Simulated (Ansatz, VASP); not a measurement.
# Two plane-wave programs on MgO

```
Mg O
1.0
     2.93802    0.00000    0.00000
    -1.46901    2.54440    0.00000
     0.00000    0.00000    2.67968
Mg O
1 1
Direct
  0.00000 0.00000 0.00000
  0.33333 0.66667 0.50000
```

Alike in both runs: task single point; functional PBE; k mesh 6 × 6 × 6; occupations gaussian, width 0.1 eV; no spin polarisation; Hubbard terms O p U = 5.9 eV.

|  | VASP | Ansatz |
| --- | --- | --- |
| version | VASP 6.6.1 | Ansatz 0.2.0 |
| potentials or method | VASP PAW PBE potentials, release 64 (Mg, O), cutoff 600 eV | scalar-relativistic, plane waves, PAW |
| valence electrons in the cell | 8 | 16 |

|  | VASP | Ansatz | Ansatz less VASP |
| --- | --- | --- | --- |
| gap on the k mesh at the Fermi level (eV) | 3.29 | 5.10 | +1.815 |
| least direct gap on the mesh (eV) | 3.68 | 5.52 | +1.845 |
| pressure (GPa) | -3.7 | -6.5 | -2.87 |
| traceless stress, the component that is largest in VASP (GPa) | -0.60 | -1.46 | -0.864 |

The programs project onto different local orbitals, so the same U acts differently, and such runs can settle in different states. VASP's potentials hold 8 valence electrons a cell and Ansatz's 16, so a difference there can come from the potentials and not from the codes.
